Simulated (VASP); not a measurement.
# Si4BW (P4/mmm) in VASP: notebook, part 4 of 4

VASP 6.6.1.

**6. Relaxation of cell and atoms, PBE**

INCAR

```
PREC = Accurate ; ENCUT = 600
EDIFF = 1E-6 ; ISMEAR = 0
SIGMA = 0.1 ; LREAL = F
LASPH = T ; NELM = 100
ALGO = Normal ; ISIF = 3
LWAVE = F ; LCHARG = F
GGA = PE ; IBRION = 2
NSW = 100 ; EDIFFG = -0.01
```

KPOINTS

```
Automatic mesh
0
Gamma
  10 10 6
```

POSCAR

```
Si4BW
1.0
    3.7532215145      0.0000000000      0.0000000000
    0.0000000000      3.7532215145      0.0000000000
    0.0000000000      0.0000000000      5.9322798325
Si B W
4 1 1
Direct
    0.5000000000      0.0000000000      0.7122647234
    0.0000000000      0.5000000000      0.2877352766
    0.5000000000      0.0000000000      0.2877352766
    0.0000000000      0.5000000000      0.7122647234
    0.5000000000      0.5000000000      0.5000000000
    0.0000000000      0.0000000000      0.0000000000
```

Potentials or basis: VASP PAW PBE potentials, release 64 (Si, B, W_sv).

The run is started by

```console
cat potpaw_PBE.64/Si/POTCAR potpaw_PBE.64/B/POTCAR potpaw_PBE.64/W_sv/POTCAR > POTCAR
mpirun -np 1 vasp_std > vasp.out
```

OUTCAR:

```text
PREC = Accurate
   ENCUT = 600
   EDIFF = 1E-6
   ISMEAR = 0
   LREAL = F
   LASPH = T
   NELM = 100
   ISIF = 3
   GGA = PE
   IBRION = 2
   NSW = 100
   EDIFFG = -0.01

 ion  position               nearest neighbor table
   1  0.500  0.000  0.712-   5 2.26   5 2.26   3 2.52   6 2.54   6 2.54   4 2.65   4 2.65   4 2.65
                             4 2.65
   2  0.000  0.500  0.288-   5 2.26   5 2.26   4 2.52   6 2.54   6 2.54   3 2.65   3 2.65   3 2.65
                             3 2.65
   3  0.500  0.000  0.288-   5 2.26   5 2.26   1 2.52   6 2.54   6 2.54   2 2.65   2 2.65   2 2.65
                             2 2.65
   4  0.000  0.500  0.712-   5 2.26   5 2.26   2 2.52   6 2.54   6 2.54   1 2.65   1 2.65   1 2.65
                             1 2.65
   5  0.500  0.500  0.500-   1 2.26   2 2.26   3 2.26   4 2.26   1 2.26   3 2.26   2 2.26   4 2.26

   6  0.000  0.000  0.000-   1 2.54   2 2.54   3 2.54   4 2.54   2 2.54   4 2.54   1 2.54   3 2.54

  LATTYP: Found a simple tetragonal cell.
 ALAT       =     3.7532215145
 C/A-ratio  =     1.5805834560

  Lattice vectors:

 A1 = (   3.7532215145,   0.0000000000,   0.0000000000)
 A2 = (   0.0000000000,   3.7532215145,   0.0000000000)
 A3 = (   0.0000000000,   0.0000000000,   5.9322798325)

Analysis of symmetry for initial positions (statically):
=====================================================================
 Subroutine PRICEL returns:
 Original cell was already a primitive cell.

 Routine SETGRP: Setting up the symmetry group for a
 simple tetragonal supercell.

 Subroutine GETGRP returns: Found 16 space group operations
 (whereof 16 operations were pure point group operations)
 out of a pool of 16 trial point group operations.

The static configuration has the point symmetry D_4h.

Analysis of symmetry for dynamics (positions and initial velocities):
=====================================================================
 Subroutine PRICEL returns:
 Original cell was already a primitive cell.

 Routine SETGRP: Setting up the symmetry group for a
 simple tetragonal supercell.

[... 141 lines left out ...]
   LEPSILON=     F    determine dielectric tensor
   LRPA    =     F    only Hartree local field effects (RPA)
 conjugate gradient relaxation of ions
 non-spin polarized calculation
 Gauss-broadening in eV      SIGMA  =   0.10
  energy-cutoff  :      600.00
  volume of cell :       83.57
 maximum number of plane-waves:      2828
 NGX is ok and might be reduce to    30
   NGX = 15   NGY = 15   NGZ = 23

--------------------------------------- Ionic step        1  -------------------------------------------

 number of electron      32.9999999 magnetization

 Free energy of the ion-electron system (eV)
  ---------------------------------------------------
  ext. energy  EPLUGINS =         0.00000000
  ---------------------------------------------------
  free energy    TOTEN  =       -39.18179811 eV

  energy without entropy =      -39.16711657  energy(sigma->0) =      -39.17445734

------------------------ aborting loop because EDIFF is reached ----------------------------------------

  FORCE on cell =-STRESS in cart. coord.  units (eV):
  Direction    XX          YY          ZZ          XY          YZ          ZX
  --------------------------------------------------------------------------------------
  -------------------------------------------------------------------------------------
  Total        0.3891837      0.3891837     -0.7372021      0.0000000     -0.0000000      0.0000000
  in kB        7.4616552      7.4616552    -14.1340666      0.0000000     -0.0000000      0.0000000
  external PRESSURE =       0.2630813 kB  Pullay stress =       0.0000000 kB
[... 147 lines left out ...]
--------------------------------------- Ionic step        5  -------------------------------------------

 number of electron      32.9999999 magnetization

 Free energy of the ion-electron system (eV)
  ---------------------------------------------------
  ext. energy  EPLUGINS =         0.00000000
  ---------------------------------------------------
  free energy    TOTEN  =       -39.18747909 eV

  energy without entropy =      -39.17247692  energy(sigma->0) =      -39.17997801

 E-fermi :   9.7055     XC(G=0): -11.4105

 val. band max:        9.6954791673   @ k =   0.3000   0.0000   0.0000
 cond. band min:       9.7076039232   @ k =   0.2000   0.0000   0.5000
 fundamental gap:      0.0121247559
 Fermi energy:         9.7054521151

 k-point     1 :       0.0000    0.0000    0.0000
  band No.  band energies     occupation
      1     -64.2473      2.00000
      2     -28.7867      2.00000
      3     -28.4319      2.00000
      4     -28.4319      2.00000
      5      -4.8030      2.00000
      6      -0.7446      2.00000
[... 541 lines left out ...]
     19      10.5694      0.00000
     20      11.0592      0.00000

 [... further k-points ...]

------------------------ aborting loop because EDIFF is reached ----------------------------------------

  FORCE on cell =-STRESS in cart. coord.  units (eV):
  Direction    XX          YY          ZZ          XY          YZ          ZX
  --------------------------------------------------------------------------------------
  -------------------------------------------------------------------------------------
  Total       -0.0181478     -0.0181478     -0.0530608      0.0000000      0.0000000      0.0000000
  in kB       -0.3474178     -0.3474178     -1.0157839      0.0000000      0.0000000      0.0000000
  external PRESSURE =      -0.5702065 kB  Pullay stress =       0.0000000 kB
[... 21 lines left out ...]
  FREE ENERGIE OF THE ION-ELECTRON SYSTEM (eV)
  ---------------------------------------------------
  free  energy   TOTEN  =       -39.1874790935 eV

  energy  without entropy=      -39.1724769237  energy(sigma->0) =      -39.17997801

 reached required accuracy - stopping structural energy minimisation
```

OSZICAR:

```text
N       E                     dE             d eps       ncg     rms          rms(c)
DAV:   1     0.199346147161E+03    0.19935E+03   -0.16403E+04  3360   0.171E+03
DAV:   2    -0.281364151799E+02   -0.22748E+03   -0.22093E+03  3888   0.377E+02
DAV:   3    -0.403501202587E+02   -0.12214E+02   -0.11485E+02  4492   0.672E+01
DAV:   4    -0.407256219081E+02   -0.37550E+00   -0.35180E+00  4136   0.101E+01
[... 31 lines left out ...]
DAV:   1    -0.391876894383E+02   -0.27312E-03   -0.69023E-03  3692   0.711E-01    0.871E-02
DAV:   2    -0.391875928112E+02    0.96627E-04   -0.20781E-03  3804   0.310E-01    0.779E-02
DAV:   3    -0.391874867692E+02    0.10604E-03   -0.43116E-04  3840   0.121E-01    0.319E-02
DAV:   4    -0.391874797597E+02    0.70095E-05   -0.32968E-05  3816   0.422E-02    0.180E-02
DAV:   5    -0.391874790935E+02    0.66614E-06   -0.37828E-06  3024   0.138E-02
   5 F= -.39187479E+02 E0= -.39179978E+02  d E =-.225242E-03
```

CONTCAR:

```text
Si4BW
   1.00000000000000
     3.7691790523601596    0.0000000000000000    0.0000000000000000
     0.0000000000000000    3.7691790523601596    0.0000000000000000
     0.0000000000000000    0.0000000000000000    5.8910118870149324
  Si              B               W
     4     1     1
Direct
     0.5000000000000000    0.0000000000000000    0.7114535104392358
     0.0000000000000000    0.5000000000000000    0.2885464895607642
     0.5000000000000000    0.0000000000000000    0.2885464895607642
     0.0000000000000000    0.5000000000000000    0.7114535104392358
     0.5000000000000000    0.5000000000000000    0.5000000000000000
     0.0000000000000000    0.0000000000000000    0.0000000000000000

  0.00000000E+00  0.00000000E+00  0.00000000E+00
  0.00000000E+00  0.00000000E+00  0.00000000E+00
  0.00000000E+00  0.00000000E+00  0.00000000E+00
  0.00000000E+00  0.00000000E+00  0.00000000E+00
  0.00000000E+00  0.00000000E+00  0.00000000E+00
  0.00000000E+00  0.00000000E+00  0.00000000E+00
```

Wall time 5.6 min (1 thread of Intel Xeon 6975P-C (Granite Rapids), shared host); peak memory 0.32 GiB.

What came out:

```yaml
Free_energy: -39.1875 eV
Relaxed_volume: 13.95 Å³/atom
Relaxed_cell: a = 3.769 Å, b = 3.769 Å, c = 5.891 Å, α = 90.00°, β = 90.00°, γ = 90.00°
Space_group_after_relaxing_to_0.1_Å: P4/mmm (No. 123)
Energy_gained_by_relaxing: 0.9 meV/atom
Ionic_steps: 5
Pressure_after_relaxing: -0.1 GPa
Band_gap_on_the_k_mesh: zero (an odd number of electrons rules out a gap without spin polarisation)
```

The path:
```csv
step,energy change (eV),largest force (eV/Å),pressure (GPa),volume (Å³)
1,0.0000,0.1435,0.03,83.57
2,-0.0055,0.0239,0.04,83.59
3,-0.0055,0.0243,0.05,83.59
4,-0.0056,0.0119,-0.02,83.64
5,-0.0057,0.0017,-0.06,83.69
```

Final structure:
```yaml
crystal:
  lattice:
    - [3.76918, 0.00000, 0.00000]
    - [0.00000, 3.76918, 0.00000]
    - [0.00000, 0.00000, 5.89101]
  atoms:
    - { symbol: Si, position: [0.50000, 0.00000, 0.71145] }
    - { symbol: Si, position: [0.00000, 0.50000, 0.28855] }
    - { symbol: Si, position: [0.50000, 0.00000, 0.28855] }
    - { symbol: Si, position: [0.00000, 0.50000, 0.71145] }
    - { symbol: B, position: [0.50000, 0.50000, 0.50000] }
    - { symbol: W, position: [0.00000, 0.00000, 0.00000] }
```

Caveat: spin-orbit coupling is left out, which moves the levels of the heavy elements.

**7. The runs side by side**

| task | cell | k mesh | cutoff (eV) | gap on the mesh (eV) | pressure (GPa) | relaxed volume (Å³/atom) | largest force (eV/Å) |
| --- | --- | --- | --- | --- | --- | --- | --- |
| single point | a = 3.753, b = 3.753, c = 5.932 Å, 6 atoms, atomic positions A | 6 × 6 × 4 | 520 | none | 0.0 | - | - |
| single point | a = 3.770, b = 3.770, c = 5.889 Å, 6 atoms, atomic positions B | 10 × 10 × 6 | 520 | none | 0.0 | - | 0.01 |
| relaxation of cell and atoms | relaxed from a = 4.238, b = 4.238, c = 5.976 Å, 6 atoms, atomic positions C | 4 × 4 × 4 | 600 | none | 0.1 | 13.88 | 0.01 |
| relaxation of cell and atoms | relaxed from a = 3.733, b = 3.733, c = 5.982 Å, 6 atoms, atomic positions D | 6 × 6 × 4 | 600 | none | 0.0 | 13.92 | 0.01 |
| relaxation of cell and atoms | relaxed from a = 3.753, b = 3.753, c = 5.932 Å, 6 atoms, atomic positions A | 10 × 10 × 6 | 600 | none | -0.1 | 13.95 | - |

Alike in all rows: level PBE; potentials or basis VASP PAW PBE potentials, release 64 (Si, B, W_sv); no spin polarisation; smearing gaussian 0.1 eV.

Caveats: some runs use coarse meshes; spin-orbit coupling is left out, which moves the levels of the heavy elements; the volume moved by over 15 % at a fixed basis, so the end points are rough (at least some runs).

Total energies depend on the potentials used, so only differences within one code and one set of settings carry meaning.

The gap in the log of VASP goes by the Fermi energy; the results here count the filled bands.